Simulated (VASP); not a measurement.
BaTl:

```
Ba Tl
1.0
     0.00000    2.89120    2.89120
     2.89120    0.00000    2.89120
     2.89120    2.89120    0.00000
Ba Tl
1 1
Cartesian
  2.8912 2.8912 2.8912
  0.0000 0.0000 0.0000
```

| Item | Value |
| --- | --- |
| Program | VASP 6.6.1 |
| Task | relaxation of cell and atoms |
| Functional | PBE |
| Potentials or basis | VASP PAW PBE potentials, release 64 (Ba_sv, Tl_d) |
| Cutoff | 600 eV |
| k mesh | 6 × 6 × 6 |
| Occupations | gaussian, width 0.1 eV |
| Spin | no spin polarisation |

At the start: pressure 49.0 GPa; volume 24.17 Å³/atom.

Where does the relaxation end?

Over 5 steps the energy falls by 2009.8 meV/atom and the volume is 47.91 Å³/atom (+98.2 %); space group Fm-3m (No. 225, to 0.05 Å).

The path:
| step | energy change (eV) | largest force (eV/Å) | pressure (GPa) | volume (Å³) |
| --- | --- | --- | --- | --- |
| 1 | 0.0000 | 0.0000 | 49.02 | 48.34 |
| 2 | -3.7799 | 0.0000 | -2.46 | 120.72 |
| 3 | -3.9993 | 0.0000 | 1.20 | 90.11 |
| 4 | -4.0174 | 0.0000 | -0.35 | 97.68 |
| 5 | -4.0196 | 0.0000 | -0.02 | 95.82 |

Final structure:
```cif
data_structure
_symmetry_space_group_name_H-M 'P 1'
_symmetry_Int_Tables_number 1
_cell_length_a 5.1365
_cell_length_b 5.1365
_cell_length_c 5.1365
_cell_angle_alpha 60.000
_cell_angle_beta 60.000
_cell_angle_gamma 60.000
_cell_volume 95.82
loop_
_atom_site_label
_atom_site_type_symbol
_atom_site_fract_x
_atom_site_fract_y
_atom_site_fract_z
_atom_site_occupancy
Ba1 Ba 0.50000 0.50000 0.50000 1
Tl1 Tl 0.00000 0.00000 0.00000 1
```

Caveat: the volume moved by over 15 % at a fixed basis, so the end points are rough.
